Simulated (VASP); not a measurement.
## CuO (Tenorite): single point with PBE

The system is CuO (Tenorite).

```
CELL_PARAMETERS angstrom
2.29404 -1.67637 0.00000
2.29404 1.67637 0.00000
-0.83268 0.00000 4.95462
ATOMIC_POSITIONS crystal
Cu 0.00000 0.50000 0.00000
Cu 0.50000 0.00000 0.50000
O 0.58160 0.41840 0.25000
O 0.41840 0.58160 0.75000
```

* Program: VASP 6.6.1
* Task: single point
* Functional: PBE
* Potentials or basis: VASP PAW PBE potentials, release 64 (Cu, O)
* Cutoff: 520 eV
* k mesh: 10 × 10 × 6
* Occupations: fermi-dirac, width 0.1 eV
* Spin: no spin polarisation
* Dipole correction: no
* Further INCAR settings: ALGO = Normal; EDIFF = 1e-06; NBANDS = 25

- Pressure: 20.1 GPa
- Band gap on the k mesh: zero (band 17 reaches 6.88 eV, above the bottom of band 18 at 6.18 eV)

Stress tensor (GPa, compression positive):
```
20.55  0.00 -2.82
 0.00 17.93  0.00
-2.82  0.00 21.83
```

Levels at points of the mesh, in eV from the Fermi level:
```tsv
k point	band 13	band 14	band 15	band 16	band 17	band 18	band 19	band 20	band 21	band 22
(0.00, 0.00, 0.00)	-2.63	-2.44	-2.38	-1.82	0.21	1.00	1.95	6.10	8.54	13.65
(0.50, 0.00, 0.00)	-2.25	-1.77	-1.67	-1.55	0.00	0.24	4.85	6.58	7.25	11.47
(0.50, 0.50, 0.00)	-2.36	-2.34	-1.74	-1.34	-0.72	1.13	3.17	7.35	8.62	10.54
(0.00, 0.00, 0.50)	-2.43	-2.43	-1.68	-1.68	0.23	0.23	4.16	4.16	11.97	11.97
(0.50, 0.00, 0.50)	-2.42	-2.36	-1.88	-1.76	-0.08	0.79	5.12	6.83	8.20	9.06
(0.50, 0.50, 0.50)	-1.83	-1.83	-1.44	-1.44	-0.43	-0.43	5.16	5.16	9.41	9.41
```

Run time: 100 s on 1 thread of AMD EPYC 9R45 96-Core Processor (Zen 5) (shared host), peak memory 0.23 GiB.

Caveat: semilocal functionals often make such compounds metallic where correlation or magnetic order opens a gap, which also shifts bond lengths. With open d or f shells a metallic result of PBE can be an artefact of self-interaction; +U or a hybrid may open a gap.
